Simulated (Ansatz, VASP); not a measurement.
**Two plane-wave programs on InB2As3**

```
In B As
1.0
     3.34155    0.00000    0.00000
    -1.67077    2.89387    0.00000
     0.00000    0.00000   11.83390
In B As
1 2 3
Cartesian
  0.0000 0.0000 5.9169
  0.0000 1.9292 3.2608
  1.6708 0.9646 8.5731
  0.0000 0.0000 0.0000
  0.0000 0.0000 9.0910
  0.0000 0.0000 2.7429
```

Alike in both runs: functional PBE; k mesh 6 × 6 × 4; occupations gaussian, width 0.1 eV; no spin polarisation.

Ansatz relaxed the structure, and its values are those at the end. VASP's run is a single point on that final structure, the one shown.

|  | VASP | Ansatz |
| --- | --- | --- |
| version | VASP 6.6.1 | Ansatz 0.2.0 |
| potentials or method | VASP PAW PBE potentials, release 64 (In_d, B, As), cutoff 520 eV | scalar-relativistic, plane waves, PAW |
| valence electrons in the cell | 34 | 64 |

```tsv
	VASP	Ansatz	Ansatz less VASP
gap on the k mesh at the Fermi level (eV)	none	none	-
pressure (GPa)	0.3	0.0	-0.32
rms of the force components (eV/Å)	0.017	0.002	-0.0157
```

A gap of «none» marks a metal or a gap that the smearing closes. VASP's potentials hold 34 valence electrons a cell and Ansatz's 64, so a difference there can come from the potentials and not from the codes.

The k mesh is coarse, so the values compare programs but aren't converged.
